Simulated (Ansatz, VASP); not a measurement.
Two plane-wave programs on Rb2MgGaC6N6

File INCAR:

```
SYSTEM = Rb2MgGaC6N6
ALGO     = Normal         ! electronic algorithm
EDIFF    = 1E-6           ! SCF threshold, eV
ENCUT    = 520            ! plane-wave cutoff, eV
GGA      = PE             ! functional
ISIF     = 2              ! what is computed and relaxed
ISMEAR   = 0              ! smearing method
ISPIN    = 2              ! spin polarisation
LASPH    = .TRUE.         ! aspherical terms in the spheres
LCHARG   = .FALSE.        ! write CHGCAR
LORBIT   = 11             ! projections on sites
LREAL    = Auto         
LWAVE    = .FALSE.        ! write WAVECAR
MAGMOM   = 0 0 0 0 1 1 1 1 1 1 1 1 1 1 1 1 ! initial moments
NBANDS   = 62             ! bands
NELM     = 150            ! most SCF steps
PREC     = Accurate       ! precision mode
SIGMA    = 0.1            ! smearing width, eV
```

KPOINTS

```
k-points
0
G
  4 4 4
  0 0 0
```

Contents of POSCAR:

```
Rb2MgGaC6N6
1.0
    0.0000000000      5.4545729166      5.4545729166
    5.4545729166      0.0000000000      5.4545729166
    5.4545729166      5.4545729166      0.0000000000
Rb Mg Ga C N
2 1 1 6 6
Direct
    0.2500000000      0.2500000000      0.2500000000
    0.7500000000      0.7500000000      0.7500000000
    0.0000000000      0.0000000000      0.0000000000
    0.5000000000      0.5000000000      0.5000000000
    0.7935505894      0.2064494106      0.2064494106
    0.2064494106      0.7935505894      0.2064494106
    0.2064494106      0.2064494106      0.7935505894
    0.2064494106      0.7935505894      0.7935505894
    0.7935505894      0.2064494106      0.7935505894
    0.7935505894      0.7935505894      0.2064494106
    0.6853906557      0.3146093443      0.3146093443
    0.3146093443      0.6853906557      0.3146093443
    0.3146093443      0.3146093443      0.6853906557
    0.3146093443      0.6853906557      0.6853906557
    0.6853906557      0.3146093443      0.6853906557
    0.6853906557      0.6853906557      0.3146093443
```

Input for Ansatz:

```yaml
crystal:
  lattice:
    - [0.0, 5.4545729166, 5.4545729166]
    - [5.4545729166, 0.0, 5.4545729166]
    - [5.4545729166, 5.4545729166, 0.0]
  atoms:
    - { symbol: Rb, position: [0.25, 0.25, 0.25] }
    - { symbol: Rb, position: [0.75, 0.75, 0.75] }
    - { symbol: Mg, position: [0.0, 0.0, 0.0] }
    - { symbol: Ga, position: [0.5, 0.5, 0.5] }
    - { symbol: C, position: [0.7935505894, 0.2064494106, 0.2064494106], spin: 1.0 }
    - { symbol: C, position: [0.2064494106, 0.7935505894, 0.2064494106], spin: 1.0 }
    - { symbol: C, position: [0.2064494106, 0.2064494106, 0.7935505894], spin: 1.0 }
    - { symbol: C, position: [0.2064494106, 0.7935505894, 0.7935505894], spin: 1.0 }
    - { symbol: C, position: [0.7935505894, 0.2064494106, 0.7935505894], spin: 1.0 }
    - { symbol: C, position: [0.7935505894, 0.7935505894, 0.2064494106], spin: 1.0 }
    - { symbol: "N", position: [0.6853906557, 0.3146093443, 0.3146093443], spin: 1.0 }
    - { symbol: "N", position: [0.3146093443, 0.6853906557, 0.3146093443], spin: 1.0 }
    - { symbol: "N", position: [0.3146093443, 0.3146093443, 0.6853906557], spin: 1.0 }
    - { symbol: "N", position: [0.3146093443, 0.6853906557, 0.6853906557], spin: 1.0 }
    - { symbol: "N", position: [0.6853906557, 0.3146093443, 0.6853906557], spin: 1.0 }
    - { symbol: "N", position: [0.6853906557, 0.6853906557, 0.3146093443], spin: 1.0 }
basis:
  ecutwfc: 420
kpoints:
  mp_grid: { grid: [4, 4, 4] }
hamiltonian:
  xc: pbe
scf:
  occupations: { method: gaussian, width: 0.1 }
  lower_state_search: "off"
output:
  forces: true
  stress: true
  eigenvalues: true
  populations: true
magnetization:
  spin_polarized: true
```

Alike in both runs: task single point; functional PBE; k mesh 4 × 4 × 4; occupations gaussian, width 0.1 eV; collinear spin.

|  | VASP | Ansatz |
| --- | --- | --- |
| version | VASP 6.6.1 | Ansatz 0.2.0 |
| potentials or method | VASP PAW PBE potentials, release 64 (Rb_sv, Mg, Ga_d, C, N), cutoff 520 eV | scalar-relativistic, plane waves, PAW |
| valence electrons in the cell | 87 | 95 |

```csv
,VASP,Ansatz,Ansatz less VASP
gap on the k mesh at the Fermi level (eV),none,none,-
pressure (GPa),0.5,0.2,-0.31
rms of the force components (eV/Å),0.174,0.003,-0.1710
net moment per atom (μB),0.00,0.00,0.000
```

Atom by atom the forces differ by 0.171 eV/Å (rms over components). A gap of «none» marks a metal or a gap that the smearing closes. One of these differences is far larger than is usual between the two programs; its cause wasn't traced. The functional is the same, so the differences come from potentials, cutoffs and numerics. VASP's potentials hold 87 valence electrons a cell and Ansatz's 95, so a difference there can come from the potentials and not from the codes. Ansatz's warnings: seeded moment not kept.

Noted on VASP's run: the standard files for N, O and F lose accuracy on very short bonds.
